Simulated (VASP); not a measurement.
# Ca (Pm-3m) in VASP: density of states with PBE

Aim: the density of states of Ca with PBE.

Program: VASP 6.6.1. These are calculated values, not measurements. Logs are shortened: lines on timing, memory, paths and dates and some standing lists are left out, and cuts for length are marked.

## 1. The cell of the first run

The structure is cubic, space group Pm-3m (No. 221). The conventional cell has a = 2.595 Å, b = 2.595 Å, c = 2.595 Å, α = 90.00°, β = 90.00°, γ = 90.00°. Ca (site symmetry m-3m) has 6 Ca at 2.60 Å within 3.4 Å.

## 2. Density of states, PBE (volume scaled by 0.4)

POSCAR reads:

```
Ca
1.0
    2.5951491859      0.0000000000      0.0000000000
    0.0000000000      2.5951491859      0.0000000000
    0.0000000000      0.0000000000      2.5951491859
Ca
1
Direct
    0.0000000000      0.0000000000      0.0000000000
```

INCAR.step1 reads:

```
SYSTEM = Ca
PREC = Accurate
ENCUT = 520
EDIFF = 1E-6
ISMEAR = -1
SIGMA = 0.1
LREAL = .FALSE.
LASPH = .TRUE.
NELM = 100
ALGO = Normal
ISIF = 2
LWAVE = .FALSE.
LCHARG = .TRUE.
GGA = PE
NBANDS = 11
```

KPOINTS.step1 reads:

```
regular mesh
0
G
  12 12 12
  0 0 0
```

INCAR.step2 reads:

```
SYSTEM = Ca
PREC = Accurate
ENCUT = 520
EDIFF = 1E-6
ISMEAR = -5
SIGMA = 0.1
LREAL = .FALSE.
LASPH = .TRUE.
NELM = 100
ALGO = Normal
ISIF = 2
LWAVE = .FALSE.
LCHARG = .FALSE.
GGA = PE
LORBIT = 11
NEDOS = 2001
ICHARG = 11
```

KPOINTS.step2 reads:

```
regular mesh
0
G
  18 18 18
  0 0 0
```

Potentials or basis: VASP PAW PBE potentials, release 64 (Ca_sv).

Started as:

```
> cat potpaw_PBE.64/Ca_sv/POTCAR > POTCAR
> cp INCAR.step1 INCAR
> cp KPOINTS.step1 KPOINTS
> mpirun -np 1 vasp_std > vasp.out
> cp INCAR.step2 INCAR
> cp KPOINTS.step2 KPOINTS
> mpirun -np 1 vasp_std > vasp.out
```

OUTCAR:

```text
SYSTEM = Ca
   PREC = Accurate
   ENCUT = 520
   EDIFF = 1E-6
   ISMEAR = -5
   LREAL = .FALSE.
   LASPH = .TRUE.
   NELM = 100
   ISIF = 2
   GGA = PE
   LORBIT = 11
   ICHARG = 11

 ion  position               nearest neighbor table
   1  0.000  0.000  0.000-

  LATTYP: Found a simple cubic cell.
 ALAT       =     2.5951491859

  Lattice vectors:

 A1 = (   2.5951491859,   0.0000000000,   0.0000000000)
 A2 = (   0.0000000000,   2.5951491859,   0.0000000000)
 A3 = (   0.0000000000,   0.0000000000,   2.5951491859)

Analysis of symmetry for initial positions (statically):
=====================================================================
 Subroutine PRICEL returns:
 Original cell was already a primitive cell.

 Routine SETGRP: Setting up the symmetry group for a
 simple cubic supercell.

 Subroutine GETGRP returns: Found 48 space group operations
 (whereof 48 operations were pure point group operations)
 out of a pool of 48 trial point group operations.

The static configuration has the point symmetry O_h .

Analysis of symmetry for dynamics (positions and initial velocities):
=====================================================================
 Subroutine PRICEL returns:
 Original cell was already a primitive cell.

 Routine SETGRP: Setting up the symmetry group for a
 simple cubic supercell.

 Subroutine GETGRP returns: Found 48 space group operations
 (whereof 48 operations were pure point group operations)
 out of a pool of 48 trial point group operations.

The dynamic configuration has the point symmetry O_h .

 Subroutine INISYM returns: Found 48 space group operations
 (whereof 48 operations are pure point group operations),
 and found     1 'primitive' translations

----------------------------------------------------------------------------------------

                                     Primitive cell

  volume of cell :      17.4778

  direct lattice vectors                    reciprocal lattice vectors
     2.595149186  0.000000000  0.000000000     0.385334302  0.000000000  0.000000000
     0.000000000  2.595149186  0.000000000     0.000000000  0.385334302  0.000000000
     0.000000000  0.000000000  2.595149186     0.000000000  0.000000000  0.385334302

  length of vectors
     2.595149186  2.595149186  2.595149186     0.385334302  0.385334302  0.385334302

  position of ions in fractional coordinates (direct lattice)
     0.000000000  0.000000000  0.000000000

  ion indices of the primitive-cell ions
   primitive index   ion index
                 1           1

----------------------------------------------------------------------------------------

 KPOINTS: regular mesh

Automatic generation of k-mesh.
 Grid dimensions read from file:
 generate k-points for:   18   18   18

 Generating k-lattice:

  Cartesian coordinates                     Fractional coordinates (reciprocal lattice)
     0.021407461  0.000000000  0.000000000     0.055555556  0.000000000  0.000000000
     0.000000000  0.021407461  0.000000000     0.000000000  0.055555556  0.000000000
     0.000000000  0.000000000  0.021407461     0.000000000  0.000000000  0.055555556

  Length of vectors
     0.021407461  0.021407461  0.021407461

  Shift w.r.t. Gamma in fractional coordinates (k-lattice)
     0.000000000  0.000000000  0.000000000

 TETIRR: Found   2900 inequivalent tetrahedra from    34992

 Subroutine IBZKPT returns following result:
 ===========================================

 Found    220 irreducible k-points:

 Following reciprocal coordinates:
            Coordinates               Weight
  0.000000  0.000000  0.000000      1.000000
  0.055556  0.000000  0.000000      6.000000
  0.111111  0.000000  0.000000      6.000000
  0.166667  0.000000  0.000000      6.000000
  0.222222  0.000000  0.000000      6.000000
  0.277778  0.000000  0.000000      6.000000
[... 16 lines left out ...]
  0.277778  0.111111  0.000000     24.000000
  0.333333  0.111111  0.000000     24.000000
 [... further k-points ...]
   k-points           NKPTS =    220   k-points in BZ     NKDIM =    220   number of bands    NBANDS=      9
   number of dos      NEDOS =   2001   number of ions     NIONS =      1
   total plane-waves  NPLWV =   8000
   dimension x,y,z NGX =    20 NGY =   20 NGZ =   20
   dimension x,y,z NGXF=    40 NGYF=   40 NGZF=   40
   ions per type =               1
   NGX,Y,Z   is equivalent  to a cutoff of  12.81, 12.81, 12.81 a.u.
   NGXF,Y,Z  is equivalent  to a cutoff of  25.62, 25.62, 25.62 a.u.
 SYSTEM =  Ca
   PREC   = accura    normal or accurate (medium, high low for compatibility)
   ISTART =      0    job   : 0-new  1-cont  2-samecut
   ICHARG =     11    charge: 1-file 2-atom 10-const
   ISPIN  =      1    spin polarized calculation?
   LNONCOLLINEAR =      F non collinear calculations
   LSORBIT =      F    spin-orbit coupling
   LASPH  =      T    aspherical Exc in radial PAW
   ENCUT  =  520.0 eV  38.22 Ry    6.18 a.u.   4.83  4.83  4.83*2*pi/ulx,y,z
   NELM   =    100;   NELMIN=  2; NELMDL=  0     # of ELM steps
   EDIFF  = 0.1E-05   stopping-criterion for ELM
   LREAL  =      F    real-space projection
   EDIFFG = 0.1E-04   stopping-criterion for IOM
   NSW    =      0    number of steps for IOM
   IBRION =     -1    ionic relax: 0-MD 1-quasi-New 2-CG
   NFREE  =      0    steps in history (QN), initial steepest desc. (CG)
   ISIF   =      2    stress and relaxation
   ISYM   =      2    0-nonsym 1-usesym 2-fastsym
   POTIM  = 0.5000    time-step for ionic-motion
   TEBEG  =    0.0;   TEEND  =   0.0 temperature during run
   PSTRESS=    0.0 pullay stress
   NELECT =      10.0000    total number of electrons
   NUPDOWN=      -1.0000    fix difference up-down
   EMIN   =  10.00;   EMAX   =-10.00  energy-range for DOS
   EFERMI =   0.00;   METHOD = LEGACY
   ISMEAR =    -5;   SIGMA  =   0.10  broadening in eV -4-tet -1-fermi 0-gaus
   EFERMI_NEDOS =   21; number of points for ismear=-14 and -15
   IALGO  =     38    algorithm
   IMIX   =      4    mixing-type and parameters
     AMIX     =   0.40;   BMIX     =  1.00
     AMIX_MAG =   1.60;   BMIX_MAG =  1.00
  volume/ion in A,a.u.               =      17.48       117.95
  Fermi-wavevector in a.u.,A,eV,Ry     =   1.359083  2.568294 25.131394  1.847105
  Thomas-Fermi vector in A             =   2.485861
   LORBIT       =     11    0 simple, 1 ext, 2 COOP (PROOUT), +10 PAW based schemes
   GGA     = PE    functional components
   LHFCALC =     F    Hartree Fock is set to
   AEXX    =    0.0000 exact exchange contribution
   IVDW    =     0    specifies the selected vdW correction
   LEPSILON=     F    determine dielectric tensor
   LRPA    =     F    only Hartree local field effects (RPA)
 non-spin polarized calculation
 Fermi weights with tetrahedron method with Bloechl corrections
  energy-cutoff  :      520.00
  volume of cell :       17.48
 maximum number of plane-waves:       487
 NGX is ok and might be reduce to    20

 number of electron      10.0000005 magnetization

 Free energy of the ion-electron system (eV)
  ---------------------------------------------------
  ext. energy  EPLUGINS =         0.00000000
  ---------------------------------------------------
  free energy    TOTEN  =         0.33078582 eV

  energy without entropy =        0.33078582  energy(sigma->0) =        0.33078582

 E-fermi :   6.6793     XC(G=0): -11.0772

 val. band max:        6.7315398536   @ k =   0.4444   0.1111   0.1111
 cond. band min:       6.6654087100   @ k =   0.0000   0.0000   0.0000
 fundamental gap:     -0.0661311437
 Fermi energy:         6.6792552987

 k-point     1 :       0.0000    0.0000    0.0000
  band No.  band energies     occupation
      1     -34.8951      2.00000
      2     -14.4403      2.00000
      3     -14.4403      2.00000
      4     -14.4403      2.00000
      5       2.5032      2.00000
      6       6.6654      0.22141
      7       6.6654      0.02451
      8      14.6871      0.00000
      9      14.6871      0.00000

 k-point     2 :       0.0556    0.0000    0.0000
  band No.  band energies     occupation
      1     -34.8813      2.00000
      2     -14.5311      2.00000
      3     -14.4327      2.00000
      4     -14.4327      2.00000
      5       2.6067      2.00000
      6       6.6964      0.01526
      7       6.7749     -0.00014
      8      14.5417      0.00000
      9      14.6372      0.00000

 k-point     3 :       0.1111    0.0000    0.0000
  band No.  band energies     occupation
      1     -34.8415      2.00000
      2     -14.7869      2.00000
      3     -14.4108      2.00000
      4     -14.4108      2.00000
      5       2.8999      2.00000
      6       6.7870      0.00000
      7       7.0913      0.00000
      8      14.1490      0.00000
      9      14.1492      0.00000

 k-point     4 :       0.1667    0.0000    0.0000
  band No.  band energies     occupation
      1     -34.7796      2.00000
      2     -15.1634      2.00000
      3     -14.3769      2.00000
      4     -14.3769      2.00000
      5       3.3419      2.00000
      6       6.9301      0.00000
      7       7.5714      0.00000
      8      13.6068      0.00000
      9      13.6068      0.00000

 k-point     5 :       0.2222    0.0000    0.0000
  band No.  band energies     occupation
      1     -34.7024      2.00000
      2     -15.6037      2.00000
      3     -14.3351      2.00000
      4     -14.3351      2.00000
      5       3.8890      2.00000
      6       7.1133      0.00000
      7       8.1251      0.00000
      8      13.0136      0.00000
      9      13.0136      0.00000

 k-point     6 :       0.2778    0.0000    0.0000
  band No.  band energies     occupation
      1     -34.6185      2.00000
      2     -16.0499      2.00000
      3     -14.2900      2.00000
      4     -14.2900      2.00000
      5       4.5083      2.00000
      6       7.3187      0.00000
      7       8.6090      0.00000
      8      12.4462      0.00000
      9      12.4462      0.00000
[... 169 lines left out ...]
 k-point    21 :       0.1667    0.1111    0.0000
  band No.  band energies     occupation
      1     -34.7269      2.00000
      2     -15.1287      2.00000
      3     -14.7102      2.00000
      4     -14.3480      2.00000
      5       3.7025      2.00000
      6       7.2318      0.00000
      7       7.8039      0.00000
      8      12.9963      0.00000
      9      13.6307      0.00000

 k-point    22 :       0.2222    0.1111    0.0000
  band No.  band energies     occupation
      1     -34.6503      2.00000
      2     -15.5625      2.00000
      3     -14.6636      2.00000
      4     -14.3066      2.00000
      5       4.2170      2.00000
      6       7.4186      0.00000
      7       8.3270      0.00000
      8      12.4363      0.00000
      9      13.0657      0.00000

 k-point    23 :       0.2778    0.1111    0.0000
  band No.  band energies     occupation
      1     -34.5670      2.00000
      2     -16.0035      2.00000
      3     -14.6125      2.00000
      4     -14.2620      2.00000
      5       4.7929      2.00000
      6       7.6173      0.00000
      7       8.7291      0.00000
      8      12.0235      0.00000
      9      12.5143      0.00000

 k-point    24 :       0.3333    0.1111    0.0000
  band No.  band energies     occupation
      1     -34.4872      2.00000
      2     -16.4009      2.00000
      3     -14.5638      2.00000
      4     -14.2198      2.00000
      5       5.4100      2.00000
      6       7.8066      0.00000
      7       8.8084      0.00000
      8      11.8501      0.00000
      9      12.0367      0.00000

 [... further k-points ...]

------------------------ aborting loop because EDIFF is reached ----------------------------------------

  FORCE on cell =-STRESS in cart. coord.  units (eV):
  Direction    XX          YY          ZZ          XY          YZ          ZX
  --------------------------------------------------------------------------------------
  -------------------------------------------------------------------------------------
  Total        5.0418598      5.0418598      5.0418598     -0.0000000     -0.0000000      0.0000000
  in kB      462.1834182    462.1834182    462.1834182     -0.0000000     -0.0000000      0.0000000
  external PRESSURE =     462.1834182 kB  Pullay stress =       0.0000000 kB

 VOLUME and BASIS-vectors are now :
 -----------------------------------------------------------------------------
  energy-cutoff  :      520.00
  volume of cell :       17.48
      direct lattice vectors                 reciprocal lattice vectors
     2.595149186  0.000000000  0.000000000     0.385334302  0.000000000  0.000000000
     0.000000000  2.595149186  0.000000000     0.000000000  0.385334302  0.000000000
     0.000000000  0.000000000  2.595149186     0.000000000  0.000000000  0.385334302

 POSITION                                       TOTAL-FORCE (eV/Angst)
 -----------------------------------------------------------------------------------
      0.00000      0.00000      0.00000         0.000000      0.000000      0.000000
 -----------------------------------------------------------------------------------
    total drift:                                0.000000      0.000000     -0.000000

  FREE ENERGIE OF THE ION-ELECTRON SYSTEM (eV)
  ---------------------------------------------------
  free  energy   TOTEN  =         0.3307858157 eV

  energy  without entropy=        0.3307858157  energy(sigma->0) =        0.33078582

 total charge

# of ion       s       p       d       tot
------------------------------------------
    1        2.108   5.847   0.622   8.577
```

It took 13 s on 1 thread of Intel Xeon 6975P-C (Granite Rapids), shared host; peak memory 0.15 GiB.

What came out:

```
Valence electrons inside the program's atomic spheres : Ca 8.58
```

Levels at points of the mesh, in eV from the Fermi level:
| k point | band 2 | band 3 | band 4 | band 5 | band 6 | band 7 | band 8 | band 9 |
| --- | --- | --- | --- | --- | --- | --- | --- | --- |
| (0.00, 0.00, 0.00) | -21.12 | -21.12 | -21.12 | -4.18 | -0.01 | -0.01 | 8.01 | 8.01 |
| (0.50, 0.00, 0.00) | -23.72 | -20.86 | -20.86 | 0.12 | 1.18 | 1.59 | 4.60 | 4.60 |
| (0.50, 0.50, 0.00) | -23.21 | -23.21 | -20.63 | -2.92 | 2.21 | 5.44 | 5.44 | 7.82 |
| (0.50, 0.50, 0.50) | -22.78 | -22.78 | -22.78 | -0.61 | -0.61 | -0.61 | 7.60 | 10.16 |

Caveat: tetrahedron occupations give inexact forces and stress in metals.
